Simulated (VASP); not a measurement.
Set up this calculation in VASP 6.6.1, as the native input.

| Property | Result |
| --- | --- |
| Task | single point |
| Functional | PBE |
| Potentials or basis | VASP PAW PBE potentials, release 64 (Ca_sv, Se) |
| Cutoff | 520 eV |
| k mesh | 6 × 6 × 6 |
| Occupations | gaussian, width 0.01 eV |
| Spin | no spin polarisation |
| Dipole correction | no |
| Further INCAR settings | ALGO = Normal; EDIFF = 1e-06; NBANDS = 15 |

The structure of CaSe lies in POSCAR:

```
CaSe
1.0
    0.0000000000      3.2274301326      3.2274301326
    3.2274301326      0.0000000000      3.2274301326
    3.2274301326      3.2274301326      0.0000000000
Ca Se
1 1
Direct
    0.0000000000      0.0000000000      0.0000000000
    0.2500000000      0.2500000000      0.2500000000
```

This cell differs from its parent crystal: volume changed by -6%.

One way to write it, as run:

INCAR

```
SYSTEM = CaSe
PREC     = Accurate       ! precision mode
ENCUT    = 520            ! plane-wave cutoff, eV
EDIFF    = 1E-6           ! SCF threshold, eV
ISMEAR   = 0              ! smearing method
SIGMA    = 0.01           ! smearing width, eV
LREAL    = .False.        ! projectors in reciprocal space
LASPH    = .True.         ! aspherical terms in the spheres
NELM     = 80             ! most SCF steps
ALGO     = Normal         ! electronic algorithm
ISIF     = 2              ! what is computed and relaxed
LWAVE    = .False.        ! write WAVECAR
LCHARG   = .False.        ! write CHGCAR
GGA      = PE             ! functional
NBANDS   = 15             ! bands
```

KPOINTS

```
regular mesh
0
Gamma
  6 6 6
  0 0 0
```

Potentials or basis: VASP PAW PBE potentials, release 64 (Ca_sv, Se).

Command:

```console
$ cat potpaw_PBE.64/Ca_sv/POTCAR potpaw_PBE.64/Se/POTCAR > POTCAR
$ mpirun -np 1 vasp_std > vasp.out
```

Results of the run:

```yaml
Pressure: 2.4 GPa
Band_gap_on_the_k_mesh: 3.35 eV, indirect (least direct gap 3.47 eV)
```

Run time: 24 s on 1 thread of AMD EPYC 7R43 64-Core Processor (Zen 3), with other jobs on the host, peak memory 0.17 GiB.
